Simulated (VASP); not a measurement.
Write the native input for VASP 6.6.1 that does the following.

- Task: single point
- Functional: r2SCAN
- Potentials or basis: VASP PAW PBE potentials, release 64 (Sn_d, O)
- Cutoff: 520 eV
- k mesh: 6 × 6 × 6
- Occupations: gaussian, width 0.05 eV
- Spin: no spin polarisation
- Dipole correction: no
- Further INCAR settings: ALGO = Normal; EDIFF = 1e-07; NBANDS = 64

Crystal: SnO2.

```xyz
12
Lattice="0.0000 3.7062 4.3550 -3.2096 -1.8531 4.3550 3.2096 -1.8531 4.3550" Properties=species:S:1:pos:R:3 pbc="T T T"
Sn    0.0000    0.0000    6.7724
Sn    0.0000    1.8531    2.1775
Sn    1.6048   -0.9265    2.1775
Sn   -1.6048   -0.9265    2.1775
O     0.0000    0.0000    3.1519
O     0.0000   -1.8531    7.5068
O    -1.6048    0.9265    7.5068
O     1.6048    0.9265    7.5068
O     0.0000    0.0000    9.9130
O     0.0000    1.8531    5.5581
O     1.6048   -0.9265    5.5581
O    -1.6048   -0.9265    5.5581
```

This cell differs from its parent crystal: atom 1 (Sn) moved +0.240 Å along Cartesian [0 0 1].

One way to write it, as run:

POSCAR

```
SnO2
1.0
    0.0000000000      3.7061740619      4.3549526356
   -3.2096408885     -1.8530870310      4.3549526356
    3.2096408885     -1.8530870310      4.3549526356
Sn O
4 8
Direct
    0.5183698898      0.5183698898      0.5183698898
    0.5000000000      0.0000000000      0.0000000000
    0.0000000000      0.0000000000      0.5000000000
    0.0000000000      0.5000000000      0.0000000000
    0.2412464623      0.2412464623      0.2412464623
    0.2412464623      0.7412464623      0.7412464623
    0.7412464623      0.7412464623      0.2412464623
    0.7412464623      0.2412464623      0.7412464623
    0.7587535377      0.7587535377      0.7587535377
    0.7587535377      0.2587535377      0.2587535377
    0.2587535377      0.2587535377      0.7587535377
    0.2587535377      0.7587535377      0.2587535377
```

INCAR.step1

```
PREC = Accurate
ENCUT = 520
ISMEAR = 0
SIGMA = 0.05
LREAL = F
LASPH = T
NELM = 100
NBANDS = 64
GGA = PE
ALGO = Normal
EDIFF = 1E-4
LWAVE = T
LCHARG = F
```

INCAR.step2

```
PREC = Accurate
ENCUT = 520
EDIFF = 1E-7
ISMEAR = 0
SIGMA = 0.05
LREAL = F
LASPH = T
NELM = 100
ALGO = Normal
ISIF = 2
LWAVE = F
LCHARG = F
METAGGA = R2SCAN
LMIXTAU = T
NBANDS = 64
ISTART = 1
```

KPOINTS

```
regular mesh
0
Gamma
  6 6 6
```

Potentials or basis: VASP PAW PBE potentials, release 64 (Sn_d, O).

The run is started by

```sh
$ cat potpaw_PBE.64/Sn_d/POTCAR potpaw_PBE.64/O/POTCAR > POTCAR
$ cp INCAR.step1 INCAR
$ mpirun -np 1 vasp_std > vasp.out
$ cp INCAR.step2 INCAR
$ mpirun -np 1 vasp_std > vasp.out
```

Results of the run:

- Pressure: 1.7 GPa
- Largest force: 2.721 eV/Å
- Band gap on the k mesh: 2.14 eV

Caveat: the cell differs from its parent crystal (atom 1 (Sn) moved +0.240 Å along Cartesian [0 0 1]); the PAW data sets were made with another functional, which shifts forces and pressure a little; spin-orbit coupling is left out, which moves the levels of the heavy elements.

It took 13 min on 1 thread of Intel(R) Xeon(R) 6975P-C (Granite Rapids) (shared host), peak memory 0.5 GiB.
